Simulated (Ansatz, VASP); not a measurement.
## Se: VASP beside Ansatz

```
CELL_PARAMETERS angstrom
2.81056 0.00000 0.00000
0.00000 2.81056 0.00000
0.00000 0.00000 2.81056
ATOMIC_POSITIONS crystal
Se 0.00000 0.00000 0.00000
```

Alike in both runs: task electric field gradients; functional PBEsol; k mesh 12 × 12 × 12; occupations fermi-dirac, width 0.03 eV; no spin polarisation.

|  | VASP | Ansatz |
| --- | --- | --- |
| version | VASP 6.6.1 | Ansatz 0.2.0 |
| potentials or method | VASP PAW PBE potentials, release 64 (Se) | PAW with Ansatz's default frozen-core files, scalar-relativistic |
| plane-wave cutoff (eV) | 520 | 420 |
| valence electrons in the cell | 6 | 16 |

```csv
,VASP,Ansatz,Ansatz less VASP
pressure (GPa),-1.8,-1.9,-0.09
```

VASP's potentials were made for PBE, not for PBEsol. VASP's potentials hold 6 valence electrons a cell and Ansatz's 16, so a difference there can come from the potentials and not from the codes.
